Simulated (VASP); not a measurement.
Write the native input for VASP 6.6.1 that does the following.

| Quantity | Value |
| --- | --- |
| Task | relaxation of cell and atoms |
| Functional | PBEsol |
| Potentials or basis | VASP PAW PBE potentials, release 64 (Sn_d, Zn, N) |
| Cutoff | 600 eV |
| k mesh | 8 × 8 × 4 |
| Occupations | fermi-dirac, width 0.05 eV |
| Spin | no spin polarisation |
| Target pressure | 5 GPa |
| Dipole correction | no |
| Further INCAR settings | ALGO = Normal; EDIFF = 1e-07; IBRION = 2; EDIFFG = -0.01; NSW = 60; ISIF = 3 |

The structure of ZnSn2N2 lies in POSCAR:

```
ZnSn2N2
1.0
    3.3523260000      0.0000000000      0.0000000000
    0.0000000000      3.3523260000      0.0000000000
    0.0000000000      0.0000000000      8.0642090000
Sn Zn N
2 1 2
Direct
    0.5000000000      0.5000000000      0.3058270000
    0.5000000000      0.5000000000      0.6941730000
    0.0000000000      0.0000000000      0.0000000000
    0.0000000000      0.5000000000      0.8541900000
    0.5000000000      0.0000000000      0.1458100000
```

The input as run:

INCAR

```
  PREC = Accurate
  ENCUT = 600
  EDIFF = 1E-7
  ISMEAR = -1
  SIGMA = 0.05
  LREAL = F
  LASPH = T
  NELM = 80
  ALGO = Normal
  ISIF = 3
  LWAVE = F
  LCHARG = F
  GGA = PS
  IBRION = 2
  NSW = 60
  EDIFFG = -0.01
  PSTRESS = 50.0
```

KPOINTS

```
regular mesh
0
Gamma
  8 8 4
```

Potentials or basis: VASP PAW PBE potentials, release 64 (Sn_d, Zn, N).

The run is started by

```sh
$ cat potpaw_PBE.64/Sn_d/POTCAR potpaw_PBE.64/Zn/POTCAR potpaw_PBE.64/N/POTCAR > POTCAR
$ mpirun -np 1 vasp_std > vasp.out
```

Results of the run:

| Property | Result |
| --- | --- |
| Relaxed volume | 16.16 Å³/atom |
| Relaxed cell | a = 3.238 Å, b = 3.238 Å, c = 7.707 Å, α = 90.00°, β = 90.00°, γ = 90.00° |
| Space group after relaxing (to 0.1 Å) | P-4m2 (No. 115) |
| Energy change on relaxing (the run minimises the enthalpy) | -3.1 meV/atom |
| Ionic steps | 15 |
| Pressure after relaxing | 5.0 GPa |
| Largest force after relaxing | 0.004 eV/Å |
| Band gap on the k mesh | zero (bands 25 and 26 overlap by 2.00 eV) |

Caveat: the cell is relaxed towards a set pressure, so the run minimises the enthalpy, not the energy; the PAW data sets were made with another functional, which shifts forces and pressure a little; spin-orbit coupling is left out, which moves the levels of the heavy elements.

It took 29 min on 1 thread of Intel(R) Xeon(R) Platinum 8175M CPU @ 2.50GHz (Skylake/Cascade Lake), with other jobs on the host, peak memory 0.33 GiB.
